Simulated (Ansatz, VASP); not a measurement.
## Two plane-wave programs on InGaO

```
In Ga O
1.0
     3.74506    0.00000    0.00000
    -1.87253    3.24332    0.00000
     0.00000    0.00000    5.05089
In Ga O
1 1 1
Direct
  0.66667 0.33333 0.50000
  0.00000 0.00000 0.00000
  0.33333 0.66667 0.50000
```

Change from the starting cell: species swapped into the SrAlGe type (P-6m2, No. 187).

Alike in both runs: functional PBE; k mesh 12 × 12 × 10; occupations gaussian, width 0.1 eV; no spin polarisation.

Ansatz relaxed the structure, and its values are those at the end. VASP's run is a single point on that final structure, the one shown.

```csv
,VASP,Ansatz
version,VASP 6.6.1,Ansatz 0.2.0
potentials or method,"VASP PAW PBE potentials, release 64 (In_d, Ga_d, O), cutoff 520 eV","scalar-relativistic, plane waves, PAW"
valence electrons in the cell,32,32
```

|  | VASP | Ansatz | Ansatz less VASP |
| --- | --- | --- | --- |
| gap on the k mesh at the Fermi level (eV) | none | none | - |
| pressure (GPa) | 0.1 | 0.0 | -0.12 |

A gap of «none» marks a metal or a gap that the smearing closes. With one functional, cell and mesh, what is left measures potentials, basis and numerics.
